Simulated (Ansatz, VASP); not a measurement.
One calculation of Si2W, two programs

The input INCAR:

```
PREC = Accurate
ENCUT = 520
EDIFF = 1E-6
ISMEAR = 0
SIGMA = 0.15
LREAL = F
LASPH = T
NELM = 60
ALGO = Normal
ISIF = 2
LWAVE = F
LCHARG = T
GGA = PE
LELF = T
LVHAR = T
NBANDS = 18
```

Contents of KPOINTS:

```
regular mesh
0
Gamma
  18 18 18
```

POSCAR

```
Si2W
1.0
   -1.5296956550      1.5296956550      4.2074278992
    1.5296956550     -1.5296956550      4.2074278992
    1.5296956550      1.5296956550     -4.2074278992
Si W
2 1
Direct
    0.3345726944      0.3345726944      0.0000000000
    0.6654273056      0.6654273056      0.0000000000
    0.0000000000      0.0000000000      0.0000000000
```

Input for Ansatz:

```yaml
crystal:
  lattice:
    - [-1.529695655, 1.529695655, 4.2074278992]
    - [1.529695655, -1.529695655, 4.2074278992]
    - [1.529695655, 1.529695655, -4.2074278992]
  atoms:
    - { symbol: Si, position: [0.3345726944, 0.3345726944, 0.0] }
    - { symbol: Si, position: [0.6654273056, 0.6654273056, 0.0] }
    - { symbol: W, position: [0.0, 0.0, 0.0] }
basis:
  ecutwfc: 420
kpoints:
  mp_grid: { grid: [18, 18, 18] }
hamiltonian:
  xc: pbe
  pseudopotentials: { kind: paw, azcp: { folder: soft_1 } }
scf:
  occupations: { method: gaussian, width: 0.15 }
output:
  forces: true
  stress: true
  eigenvalues: true
```

Alike in both runs: task single point; functional PBE; k mesh 18 × 18 × 18; occupations gaussian, width 0.15 eV; no spin polarisation.

|  | VASP | Ansatz |
| --- | --- | --- |
| version | VASP 6.6.1 | Ansatz 0.2.0 |
| potentials or method | VASP PAW PBE potentials, release 64 (Si, W_sv), cutoff 520 eV | scalar-relativistic, plane waves, PAW |
| valence electrons in the cell | 22 | 22 |

VASP gave:

```
gap on the k mesh at the Fermi level (eV)                     : none
pressure (GPa)                                                : 10.7
traceless stress, the component that is largest in VASP (GPa) : -27.60
rms of the force components (eV/Å)                            : 0.035
```

Problem. Estimate Ansatz's values.

Solution. gap on the k mesh at the Fermi level (eV): none; pressure (GPa): 10.7; traceless stress, the component that is largest in VASP (GPa): -27.53; rms of the force components (eV/Å): 0.032.

Atom by atom the forces differ by 0.003 eV/Å (rms over components). A gap of «none» marks a metal or a gap that the smearing closes. With one functional, cell and mesh, what is left measures potentials, basis and numerics.

Neither program's run includes spin-orbit coupling.
